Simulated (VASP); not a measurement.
# Si (P6_3/mmc) in VASP: relaxation of cell and atoms with r2SCAN

Aim: the relaxation of cell and atoms of Si with r2SCAN.

All numbers are computed with VASP 6.6.1; they aren't measurements. Logs are shortened: lines on timing, memory, paths and dates and some standing lists are left out, and cuts for length are marked.

### Step 1. The cell of the first run

It takes space group P6_3/mmc (No. 194, hexagonal). The conventional cell has a = 2.656 Å, b = 2.656 Å, c = 4.479 Å, α = 90.00°, β = 90.00°, γ = 120.00°. Within 3.5 Å of Si (site symmetry -6m2) lie 12 Si at 2.66 to 2.71 Å.

This isn't the form of Si at room conditions, which is diamond.

### Step 2. Relaxation of cell and atoms, r2SCAN

Input file POSCAR:

```
Si
1.0
    2.6560812615      0.0000000000      0.0000000000
   -1.3280406307      2.3002338470      0.0000000000
    0.0000000000      0.0000000000      4.4790376620
Si
2
Direct
    0.3333333333      0.6666666667      0.2500000000
    0.6666666667      0.3333333333      0.7500000000
```

Input file INCAR.step1:

```
ALGO     = Normal         # electronic algorithm
EDIFF    = 1E-4           # SCF threshold, eV
ENCUT    = 600            # plane-wave cutoff, eV
GGA      = PE             # functional
ISMEAR   = 0              # smearing method
LASPH    = True           # aspherical terms in the spheres
LCHARG   = False          # write CHGCAR
LREAL    = False          # projectors in reciprocal space
LWAVE    = True           # write WAVECAR
NELM     = 80             # most SCF steps
PREC     = Accurate       # precision mode
SIGMA    = 0.1            # smearing width, eV
```

Input file INCAR.step2:

```
ALGO     = Normal         # electronic algorithm
EDIFF    = 1E-6           # SCF threshold, eV
EDIFFG   = -0.01          # ionic threshold
ENCUT    = 600            # plane-wave cutoff, eV
IBRION   = 2              # ionic algorithm
ISIF     = 3              # what is computed and relaxed
ISMEAR   = 0              # smearing method
ISTART   = 1            
LASPH    = True           # aspherical terms in the spheres
LCHARG   = False          # write CHGCAR
LMIXTAU  = True         
LREAL    = False          # projectors in reciprocal space
LWAVE    = False          # write WAVECAR
METAGGA  = R2SCAN         # meta-GGA
NELM     = 80             # most SCF steps
NSW      = 80             # ionic steps
PREC     = Accurate       # precision mode
SIGMA    = 0.1            # smearing width, eV
```

Input file KPOINTS:

```
k-points
0
Gamma
  18 18 10
```

Potentials or basis: VASP PAW PBE potentials, release 64 (Si).

On the command line:

```
cat potpaw_PBE.64/Si/POTCAR > POTCAR
cp INCAR.step1 INCAR
mpirun -np 1 vasp_std > vasp.out
cp INCAR.step2 INCAR
mpirun -np 1 vasp_std > vasp.out
```

OUTCAR:

```text
EDIFF = 1E-6
   EDIFFG = -0.01
   ENCUT = 600
   IBRION = 2
   ISIF = 3
   ISMEAR = 0
   ISTART = 1
   LASPH = True
   LREAL = False
   METAGGA = R2SCAN
   NELM = 80
   NSW = 80
   PREC = Accurate

 ion  position               nearest neighbor table
   1  0.333  0.667  0.250-   2 2.71   2 2.71   2 2.71   2 2.71   2 2.71   2 2.71
   2  0.667  0.333  0.750-   1 2.71   1 2.71   1 2.71   1 2.71   1 2.71   1 2.71

  LATTYP: Found a hexagonal cell.
 ALAT       =     2.6560812615
 C/A-ratio  =     1.6863330678

  Lattice vectors:

 A1 = (   2.6560812615,   0.0000000000,   0.0000000000)
 A2 = (  -1.3280406307,   2.3002338470,   0.0000000000)
 A3 = (   0.0000000000,   0.0000000000,   4.4790376620)

Analysis of symmetry for initial positions (statically):
=====================================================================
 Subroutine PRICEL returns:
 Original cell was already a primitive cell.

 Routine SETGRP: Setting up the symmetry group for a
 hexagonal supercell.

 Subroutine GETGRP returns: Found 24 space group operations
 (whereof 12 operations were pure point group operations)
 out of a pool of 24 trial point group operations.

The static configuration has the point symmetry D_3d.
 The point group associated with its full space group is D_6h.

Analysis of symmetry for dynamics (positions and initial velocities):
=====================================================================
 Subroutine PRICEL returns:
 Original cell was already a primitive cell.

 Routine SETGRP: Setting up the symmetry group for a
 hexagonal supercell.

 Subroutine GETGRP returns: Found 24 space group operations
 (whereof 12 operations were pure point group operations)
 out of a pool of 24 trial point group operations.

The dynamic configuration has the point symmetry D_3d.
 The point group associated with its full space group is D_6h.

 Subroutine INISYM returns: Found 24 space group operations
 (whereof 12 operations are pure point group operations),
 and found     1 'primitive' translations

----------------------------------------------------------------------------------------

                                     Primitive cell

  volume of cell :      27.3652

  direct lattice vectors                    reciprocal lattice vectors
     2.656081261  0.000000000  0.000000000     0.376494505  0.217369204  0.000000000
    -1.328040631  2.300233847  0.000000000     0.000000000  0.434738408  0.000000000
     0.000000000  0.000000000  4.479037662     0.000000000  0.000000000  0.223262244

  length of vectors
     2.656081261  2.656081261  4.479037662     0.434738408  0.434738408  0.223262244

  position of ions in fractional coordinates (direct lattice)
     0.333333333  0.666666667  0.250000000
     0.666666667  0.333333333  0.750000000

  ion indices of the primitive-cell ions
   primitive index   ion index
                 1           1
                 2           2

----------------------------------------------------------------------------------------

 KPOINTS: k-points

Automatic generation of k-mesh.
 Grid dimensions read from file:
 generate k-points for:   18   18   10

 Generating k-lattice:

  Cartesian coordinates                     Fractional coordinates (reciprocal lattice)
     0.020916361  0.012076067  0.000000000     0.055555556  0.000000000  0.000000000
     0.000000000  0.024152134  0.000000000     0.000000000  0.055555556  0.000000000
     0.000000000  0.000000000  0.022326224     0.000000000  0.000000000  0.100000000

  Length of vectors
     0.024152134  0.024152134  0.022326224

  Shift w.r.t. Gamma in fractional coordinates (k-lattice)
     0.000000000  0.000000000  0.000000000

 Subroutine IBZKPT returns following result:
 ===========================================

 Found    222 irreducible k-points:

 Following reciprocal coordinates:
            Coordinates               Weight
  0.000000  0.000000  0.000000      1.000000
  0.055556  0.000000  0.000000      6.000000
  0.111111  0.000000  0.000000      6.000000
  0.166667  0.000000  0.000000      6.000000
  0.222222  0.000000  0.000000      6.000000
  0.277778  0.000000  0.000000      6.000000
[... 16 lines left out ...]
  0.333333  0.111111  0.000000     12.000000
  0.388889  0.111111  0.000000     12.000000
 [... further k-points ...]
   k-points           NKPTS =    222   k-points in BZ     NKDIM =    222   number of bands    NBANDS=      8
   number of dos      NEDOS =    301   number of ions     NIONS =      2
   total plane-waves  NPLWV =  20736
   dimension x,y,z NGX =    24 NGY =   24 NGZ =   36
   dimension x,y,z NGXF=    48 NGYF=   48 NGZF=   72
   ions per type =               2
   NGX,Y,Z   is equivalent  to a cutoff of  15.02, 15.02, 13.36 a.u.
   NGXF,Y,Z  is equivalent  to a cutoff of  30.04, 30.04, 26.72 a.u.
 SYSTEM =  unknown system
   PREC   = accura    normal or accurate (medium, high low for compatibility)
   ISTART =      1    job   : 0-new  1-cont  2-samecut
   ICHARG =      0    charge: 1-file 2-atom 10-const
   ISPIN  =      1    spin polarized calculation?
   LNONCOLLINEAR =      F non collinear calculations
   LSORBIT =      F    spin-orbit coupling
   LASPH  =      T    aspherical Exc in radial PAW
   ENCUT  =  600.0 eV  44.10 Ry    6.64 a.u.   5.30  5.30  8.95*2*pi/ulx,y,z
   NELM   =     80;   NELMIN=  2; NELMDL=  0     # of ELM steps
   EDIFF  = 0.1E-05   stopping-criterion for ELM
   LREAL  =      F    real-space projection
   EDIFFG = -.1E-01   stopping-criterion for IOM
   NSW    =     80    number of steps for IOM
   IBRION =      2    ionic relax: 0-MD 1-quasi-New 2-CG
   NFREE  =      1    steps in history (QN), initial steepest desc. (CG)
   ISIF   =      3    stress and relaxation
   ISYM   =      2    0-nonsym 1-usesym 2-fastsym
   POTIM  = 0.5000    time-step for ionic-motion
   TEBEG  =    0.0;   TEEND  =   0.0 temperature during run
   PSTRESS=    0.0 pullay stress
   NELECT =       8.0000    total number of electrons
   NUPDOWN=      -1.0000    fix difference up-down
   EMIN   =  10.00;   EMAX   =-10.00  energy-range for DOS
   EFERMI =   0.00;   METHOD = LEGACY
   ISMEAR =     0;   SIGMA  =   0.10  broadening in eV -4-tet -1-fermi 0-gaus
   EFERMI_NEDOS =   21; number of points for ismear=-14 and -15
   IALGO  =     38    algorithm
   IMIX   =      4    mixing-type and parameters
     AMIX     =   0.40;   BMIX     =  1.00
     AMIX_MAG =   1.60;   BMIX_MAG =  1.00
  volume/ion in A,a.u.               =      13.68        92.33
  Fermi-wavevector in a.u.,A,eV,Ry     =   1.086523  2.053230 16.062107  1.180532
  Thomas-Fermi vector in A             =   2.222661
   LORBIT       =      0    0 simple, 1 ext, 2 COOP (PROOUT), +10 PAW based schemes
   METAGGA = R2SCAN    functional components
   LHFCALC =     F    Hartree Fock is set to
   AEXX    =    0.0000 exact exchange contribution
   IVDW    =     0    specifies the selected vdW correction
   LEPSILON=     F    determine dielectric tensor
   LRPA    =     F    only Hartree local field effects (RPA)
 conjugate gradient relaxation of ions
 non-spin polarized calculation
 Gauss-broadening in eV      SIGMA  =   0.10
  energy-cutoff  :      600.00
  volume of cell :       27.37
 maximum number of plane-waves:       930
 NGX is ok and might be reduce to    24
   NGX = 11   NGY = 11   NGZ = 17

--------------------------------------- Ionic step        1  -------------------------------------------

 number of electron       8.0000000 magnetization

 Free energy of the ion-electron system (eV)
  ---------------------------------------------------
  ext. energy  EPLUGINS =         0.00000000
  ---------------------------------------------------
  free energy    TOTEN  =       -16.13947500 eV

  energy without entropy =      -16.13505348  energy(sigma->0) =      -16.13726424

------------------------ aborting loop because EDIFF is reached ----------------------------------------

  FORCE on cell =-STRESS in cart. coord.  units (eV):
  Direction    XX          YY          ZZ          XY          YZ          ZX
  --------------------------------------------------------------------------------------
  -------------------------------------------------------------------------------------
  Total       -0.0676283     -0.0676283      0.2801348     -0.0000000      0.0000000      0.0000000
  in kB       -3.9595033     -3.9595033     16.4013523     -0.0000000      0.0000000      0.0000000
  external PRESSURE =       2.8274486 kB  Pullay stress =       0.0000000 kB
[... 89 lines left out ...]
  FREE ENERGIE OF THE ION-ELECTRON SYSTEM (eV)
  ---------------------------------------------------
  free  energy   TOTEN  =       -16.1425077433 eV

  energy  without entropy=      -16.1397708527  energy(sigma->0) =      -16.14113930

[... ionic steps 4 to 7 ...]

--------------------------------------- Ionic step        8  -------------------------------------------

 number of electron       8.0000000 magnetization

------------------------ aborting loop because EDIFF is reached ----------------------------------------

  FORCE on cell =-STRESS in cart. coord.  units (eV):
  Direction    XX          YY          ZZ          XY          YZ          ZX
  --------------------------------------------------------------------------------------
  -------------------------------------------------------------------------------------
  Total       -0.0054736     -0.0054736     -0.0445175     -0.0000000     -0.0000000      0.0000000
  in kB       -0.3187452     -0.3187452     -2.5923837     -0.0000000     -0.0000000      0.0000000
  external PRESSURE =      -1.0766247 kB  Pullay stress =       0.0000000 kB
[... 57 lines left out ...]
  energy  without entropy=      -16.1400135652  energy(sigma->0) =      -16.14142798

--------------------------------------- Ionic step       10  -------------------------------------------

 number of electron       8.0000001 magnetization

 Free energy of the ion-electron system (eV)
  ---------------------------------------------------
  ext. energy  EPLUGINS =         0.00000000
  ---------------------------------------------------
  free energy    TOTEN  =       -16.14286325 eV

  energy without entropy =      -16.13992843  energy(sigma->0) =      -16.14139584

 E-fermi :  10.9001     XC(G=0): -12.1954

 val. band max:       10.8849747294   @ k =   0.2778   0.2222   0.4000
 cond. band min:      10.9013842331   @ k =   0.3333   0.1111   0.2000
 fundamental gap:      0.0164095037
 Fermi energy:        10.9001269792

 k-point     1 :       0.0000    0.0000    0.0000
  band No.  band energies     occupation
      1      -4.9719      2.00000
      2       1.9071      2.00000
      3       2.8316      2.00000
      4      21.1215      0.00000
      5      21.1215      0.00000
      6      22.0925      0.00000
      7      22.2186      0.00000
      8      22.2406      0.00000
[... 243 lines left out ...]
 k-point    24 :       0.3889    0.1111    0.0000
  band No.  band energies     occupation
      1       1.0448      2.00000
      2       4.2309      2.00000
      3       7.8005      2.00000
      4       8.4828      2.00000
      5      10.8111      1.79200
      6      11.9798      0.00000
      7      12.1539      0.00000
      8      18.1101      0.00000

 [... further k-points ...]
[... 5 lines left out ...]
  --------------------------------------------------------------------------------------
  -------------------------------------------------------------------------------------
  Total        0.0044517      0.0044517      0.0198416      0.0000000     -0.0000000      0.0000000
  in kB        0.2596640      0.2596640      1.1573416      0.0000000     -0.0000000      0.0000000
  external PRESSURE =       0.5588899 kB  Pullay stress =       0.0000000 kB
[... 17 lines left out ...]
  FREE ENERGIE OF THE ION-ELECTRON SYSTEM (eV)
  ---------------------------------------------------
  free  energy   TOTEN  =       -16.1428632509 eV

  energy  without entropy=      -16.1399284335  energy(sigma->0) =      -16.14139584

 reached required accuracy - stopping structural energy minimisation
```

Run time: 16 min. Hardware: 1 thread of Oxide Virtual Turin-like, shared host; peak memory 0.16 GiB.

What came out:

```
Free energy                           : -16.1429 eV
Relaxed volume                        : 13.73 Å³/atom
Relaxed cell                          : a = 2.640 Å, b = 2.640 Å, c = 4.552 Å, α = 90.00°, β = 90.00°, γ = 120.00°
Space group after relaxing (to 0.1 Å) : P6_3/mmc (No. 194)
Energy gained by relaxing             : 1.7 meV/atom
Ionic steps                           : 10
Pressure after relaxing               : 0.1 GPa
Band gap on the k mesh                : zero (bands 4 and 5 overlap by 14.27 eV)
```

Stress tensor (GPa, compression positive):
```
0.03 0.00 0.00
0.00 0.03 0.00
0.00 0.00 0.12
```

The path:
| step | energy change (eV) | largest force (eV/Å) | pressure (GPa) | volume (Å³) |
| --- | --- | --- | --- | --- |
| 1 | 0.0000 | 0.0000 | 0.28 | 27.37 |
| 2 | -0.0017 | 0.0000 | 0.05 | 27.46 |
| 3 | -0.0030 | 0.0000 | -0.55 | 27.65 |
| 4 | -0.0031 | 0.0000 | -0.31 | 27.58 |
| 5 | -0.0032 | 0.0000 | -0.41 | 27.60 |
| 6 | -0.0032 | 0.0000 | -0.42 | 27.61 |
| 7 | -0.0033 | 0.0000 | 0.14 | 27.44 |
| 8 | -0.0034 | 0.0000 | -0.11 | 27.51 |
| 9 | -0.0034 | 0.0000 | -0.11 | 27.51 |
| 10 | -0.0034 | 0.0000 | 0.06 | 27.47 |

Final structure:
```cif
data_structure
_symmetry_space_group_name_H-M 'P 1'
_symmetry_Int_Tables_number 1
_cell_length_a 2.6395
_cell_length_b 2.6395
_cell_length_c 4.5524
_cell_angle_alpha 90.000
_cell_angle_beta 90.000
_cell_angle_gamma 120.000
_cell_volume 27.47
loop_
_atom_site_label
_atom_site_type_symbol
_atom_site_fract_x
_atom_site_fract_y
_atom_site_fract_z
_atom_site_occupancy
Si1 Si 0.33333 0.66667 0.25000 1
Si2 Si 0.66667 0.33333 0.75000 1
```

Caveat: the PAW data sets were made with another functional, which shifts forces and pressure a little.
